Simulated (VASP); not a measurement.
Input of a VASP 6.6.1 run:

File INCAR:

```
ALGO     = Normal         # electronic algorithm
EDIFF    = 1E-6           # SCF threshold, eV
ENCUT    = 520            # plane-wave cutoff, eV
GGA      = PS             # functional
ISIF     = 2              # what is computed and relaxed
ISMEAR   = -1             # smearing method
IVDW     = 13             # dispersion correction
LASPH    = T              # aspherical terms in the spheres
LCHARG   = F              # write CHGCAR
LREAL    = F              # projectors in reciprocal space
LWAVE    = F              # write WAVECAR
NBANDS   = 20             # bands
NELM     = 80             # most SCF steps
PREC     = Accurate       # precision mode
SIGMA    = 0.05           # smearing width, eV
```

File KPOINTS:

```
k-points
0
Gamma
  10 10 2
```

File POSCAR:

```
MoS2
1.0
    3.1250103222      0.0000000000      0.0000000000
   -1.5625051611      2.7063383261      0.0000000000
    0.0000000000      0.0000000000     17.3301263859
Mo S
1 2
Direct
    0.0000000000      0.0000000000      0.0000000000
    0.3333333333      0.6666666667      0.9099054226
    0.3333333333      0.6666666667      0.0900945774
```

Potentials or basis: VASP PAW PBE potentials, release 64 (Mo_sv, S).

Command:

```sh
$ cat potpaw_PBE.64/Mo_sv/POTCAR potpaw_PBE.64/S/POTCAR > POTCAR
$ mpirun -np 1 vasp_std > vasp.out
```

Q: Predict the dispersion energy per atom.

A: -0.172 eV.

Q: What does it give for the band gap on the k mesh?

A: 2.12 eV, direct.
